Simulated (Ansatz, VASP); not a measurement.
## One calculation of Au, two programs

```
Au
1.0
     2.95800    0.00000    0.00000
    -1.47900    2.56170    0.00000
     0.00000    0.00000    4.88000
Au
2
Direct
  0.33333 0.66667 0.75000
  0.66667 0.33333 0.25000
```

Change from the starting cell: equal xx and yy strain of +2 %.

Alike in both runs: task single point; functional LDA; k mesh 14 × 14 × 8; occupations fermi-dirac, width 0.03 eV; no spin polarisation.

|  | VASP | Ansatz |
| --- | --- | --- |
| version | VASP 6.6.1 | Ansatz 0.2.0 |
| potentials or method | VASP PAW LDA potentials, release 64 (Au), cutoff 520 eV | all-electron LAPW, scalar-relativistic |

Ansatz gave:

| Property | Result |
| --- | --- |
| pressure (GPa) | -15.1 |
| traceless stress, the component that is largest in VASP (GPa) | 0.47 |

**Question.** Estimate VASP's values.

**Answer.** Pressure (GPa): -14.7; traceless stress, the component that is largest in VASP (GPa): 0.40.

LDA's correlation is that of Perdew and Zunger in VASP and of Perdew and Wang (1992) in Ansatz. Ansatz ran all-electron here, and VASP with PAW potentials.

Spin-orbit coupling is off throughout.
